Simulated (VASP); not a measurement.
Write the native input for VASP 6.6.1 that does the following.

* Task: relaxation of cell and atoms
* Functional: PBEsol
* Potentials or basis: VASP PAW PBE potentials, release 64 (Si, N)
* Cutoff: 600 eV
* k mesh: 7 × 7 × 7
* Occupations: fermi-dirac, width 0.05 eV
* Spin: no spin polarisation
* Target pressure: 30 GPa
* Dipole correction: no
* Further INCAR settings: ALGO = Normal; EDIFF = 1e-07; IBRION = 2; EDIFFG = -0.01; NSW = 60; ISIF = 3

The structure of Si3N4 lies in POSCAR:

```
Si3N4
1.0
    4.1307800000      0.0000000000      0.0000000000
    0.0000000000      4.1307800000      0.0000000000
    0.0000000000      0.0000000000      4.1307800000
Si N
3 4
Direct
    0.0000000000      0.0000000000      0.5000000000
    0.5000000000      0.0000000000      0.0000000000
    0.0000000000      0.5000000000      0.0000000000
    0.2395200000      0.2395200000      0.7604800000
    0.7604800000      0.7604800000      0.7604800000
    0.2395200000      0.7604800000      0.2395200000
    0.7604800000      0.2395200000      0.2395200000
```

These files were run (other wordings do the same):

INCAR

```
SYSTEM = Si3N4
ALGO     = Normal         ! electronic algorithm
EDIFF    = 1E-7           ! SCF threshold, eV
EDIFFG   = -0.01          ! ionic threshold
ENCUT    = 600            ! plane-wave cutoff, eV
GGA      = PS             ! functional
IBRION   = 2              ! ionic algorithm
ISIF     = 3              ! what is computed and relaxed
ISMEAR   = -1             ! smearing method
LASPH    = .TRUE.         ! aspherical terms in the spheres
LCHARG   = .FALSE.        ! write CHGCAR
LREAL    = .FALSE.        ! projectors in reciprocal space
LWAVE    = .FALSE.        ! write WAVECAR
NELM     = 60             ! most SCF steps
NSW      = 60             ! ionic steps
PREC     = Accurate       ! precision mode
PSTRESS  = 300.0        
SIGMA    = 0.05           ! smearing width, eV
```

KPOINTS

```
k-points
0
G
  7 7 7
  0 0 0
```

Potentials or basis: VASP PAW PBE potentials, release 64 (Si, N).

Launch:

```console
$ cat potpaw_PBE.64/Si/POTCAR potpaw_PBE.64/N/POTCAR > POTCAR
$ mpirun -np 1 vasp_std > vasp.out
```

It gave:

- Relaxed volume: 8.81 Å³/atom
- Relaxed cell: a = 3.951 Å, b = 3.951 Å, c = 3.951 Å, α = 90.00°, β = 90.00°, γ = 90.00°
- Space group after relaxing (to 0.1 Å): P-43m (No. 215)
- Energy change on relaxing (the run minimises the enthalpy): +90.0 meV/atom
- Ionic steps: 11
- Pressure after relaxing: 30.0 GPa
- Largest force after relaxing: 0.005 eV/Å
- Band gap on the k mesh: 2.49 eV (least direct gap 2.69 eV)

Caveat: the cell is relaxed towards a set pressure, so the run minimises the enthalpy, not the energy; the PAW data sets were made with another functional, which shifts forces and pressure a little; an odd mesh through Γ misses points on the zone boundary, where band edges can lie.

Run time: 5.3 min on 1 thread of Intel Xeon 8259CL, with other jobs on the host, peak memory 0.22 GiB.
